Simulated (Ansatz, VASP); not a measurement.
# One calculation of TiPd3, two programs

File INCAR:

```
SYSTEM = TiPd3
ALGO = Normal
EDIFF = 1E-7
ENCUT = 520
ISIF = 2
ISMEAR = -1
LASPH = .True.
LCHARG = .False.
LREAL = .False.
LWAVE = .False.
NBANDS = 29
NELM = 80
PREC = Accurate
SIGMA = 0.05
```

File KPOINTS:

```
k-points
0
Gamma
  11 11 11
  0 0 0
```

Contents of POSCAR:

```
TiPd3
1.0
    3.8200000000     -0.0382000000     -0.0382000000
   -0.0382000000      3.8200000000     -0.0382000000
   -0.0382000000     -0.0382000000      3.8200000000
Ti Pd
1 3
Direct
    0.0000000000      0.0000000000      0.0000000000
    0.0000000000      0.5000000000      0.5000000000
    0.5000000000      0.0000000000      0.5000000000
    0.5000000000      0.5000000000      0.0000000000
```

Input for Ansatz:

```yaml
crystal:
  lattice:
    - [3.82, -0.0382, -0.0382]
    - [-0.0382, 3.82, -0.0382]
    - [-0.0382, -0.0382, 3.82]
  atoms:
    - { symbol: Ti, position: [0.0, 0.0, 0.0] }
    - { symbol: Pd, position: [0.0, 0.5, 0.5] }
    - { symbol: Pd, position: [0.5, 0.0, 0.5] }
    - { symbol: Pd, position: [0.5, 0.5, 0.0] }
kpoints:
  mp_grid: { grid: [11, 11, 11] }
  band_path:
    path:
      - [0.0, 0.0, 0.0]
      - [0.5, 0.0, 0.0]
      - [0.5, -0.5, 0.5]
      - [0.4804921086, -0.5195078914, 0.4804921086]
      - [0.4804921086, 0.4804921086, 0.4804921086]
      - [0.0, 0.0, 0.0]
      - [0.5, -0.5, 0.0]
    npoints: 5
scf:
  occupations: { method: fermi_dirac, width: 0.05 }
hamiltonian:
  xc: lda
  pseudopotentials: { kind: all_electron, lapw: { basis_error: 0.001 } }
output:
  forces: true
  stress: true
  eigenvalues: true
```

Change from the starting cell: equal xy, yz and zx shear strains of -2 %.

Alike in both runs: task single point; functional LDA; k mesh 11 × 11 × 11; occupations fermi-dirac, width 0.05 eV; no spin polarisation.

```csv
,VASP,Ansatz
version,VASP 6.6.1,Ansatz 0.2.0
potentials or method,"VASP PAW LDA potentials, release 64 (Ti_sv, Pd), cutoff 520 eV","all-electron LAPW, scalar-relativistic"
```

Ansatz gave:

```
pressure (GPa)                                                : 2.7
traceless stress, the component that is largest in VASP (GPa) : 2.76
```

What did VASP give for the same quantities?

Pressure (GPa): 3.1; traceless stress, the component that is largest in VASP (GPa): 2.76.

LDA's correlation is that of Perdew and Zunger in VASP and of Perdew and Wang (1992) in Ansatz. Ansatz ran all-electron here, and VASP with PAW potentials.
